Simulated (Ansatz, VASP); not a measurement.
B: VASP beside Ansatz

```
B
1.0
     2.61453    1.66727    2.96068
    -2.61350    1.66649    2.96203
     0.00093   -2.35735    2.48171
B
8
Cartesian
  0.1288 0.2440 2.1010
  -0.1273 -0.9345 3.3421
  -1.3063 2.0641 3.7340
  -1.3057 -1.0881 4.6710
  1.3078 0.0910 3.4295
  1.3081 0.8858 4.9743
  -0.1274 1.9111 5.0626
  0.1298 0.7322 6.3033
```

Change from the starting cell: trigonal selenium type (P3_121, No. 152); cell x8, atoms moved at random (sigma 0.15 Å) and cell strained at random (1.5 %), then relaxed without symmetry.

Alike in both runs: functional PBEsol; k mesh 6 × 6 × 6; occupations gaussian, width 0.1 eV; no spin polarisation.

Ansatz relaxed the structure, and its values are those at the end. VASP's run is a single point on that final structure, the one shown.

|  | VASP | Ansatz |
| --- | --- | --- |
| version | VASP 6.6.1 | Ansatz 0.2.0 |
| potentials or method | VASP PAW PBE potentials, release 64 (B), cutoff 520 eV | scalar-relativistic, plane waves, PAW |
| valence electrons in the cell | 24 | 24 |

Ansatz gave:

| Item | Value |
| --- | --- |
| gap on the k mesh at the Fermi level (eV) | none |
| pressure (GPa) | 0.0 |
| rms of the force components (eV/Å) | 0.002 |

Q: Which values does VASP return?

A: gap on the k mesh at the Fermi level (eV): none; pressure (GPa): 0.3; rms of the force components (eV/Å): 0.007.

VASP's potentials were made for PBE, not for PBEsol. A gap of «none» marks a metal or a gap that the smearing closes.
